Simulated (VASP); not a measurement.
A run of VASP 6.6.1 is set up as follows.

The input INCAR:

```
  PREC = Accurate
  ENCUT = 520
  EDIFF = 1E-7
  ISMEAR = 0
  SIGMA = 0.15
  LREAL = F
  LASPH = T
  NELM = 100
  ALGO = Normal
  ISIF = 2
  LWAVE = F
  LCHARG = T
  LELF = T
  LVHAR = T
  NBANDS = 18
```

Contents of KPOINTS:

```
regular mesh
0
Gamma
  16 16 16
```

Contents of POSCAR:

```
ZnAg
1.0
    3.1560000000      0.0000000000      0.0000000000
    0.0000000000      3.1560000000      0.0000000000
    0.0000000000      0.0000000000      3.1560000000
Zn Ag
1 1
Direct
    0.5000000000      0.5000000000      0.5000000000
    0.0000000000      0.0000000000     -0.1584283904
```

Potentials or basis: VASP PAW LDA potentials, release 64 (Zn, Ag).

The run is started by

```bash
$ cat potpaw_LDA.64/Zn/POTCAR potpaw_LDA.64/Ag/POTCAR > POTCAR
$ mpirun -np 1 vasp_std > vasp.out
```

Q: What does it give for the pressure?

A: 1.7 GPa.

Q: Estimate the largest force.

A: 1.386 eV/Å.

Stress tensor (GPa, compression positive):
```
 4.75  0.00  0.00
 0.00  4.75  0.00
 0.00  0.00 -4.47
```

Caveat: the cell differs from its parent crystal (all Ag atoms moved -0.500 Å, as atom 2 along Cartesian [0 0 1]); forces of over 1 eV/Å act on the atoms, so gaps and moduli don't describe the material at rest.
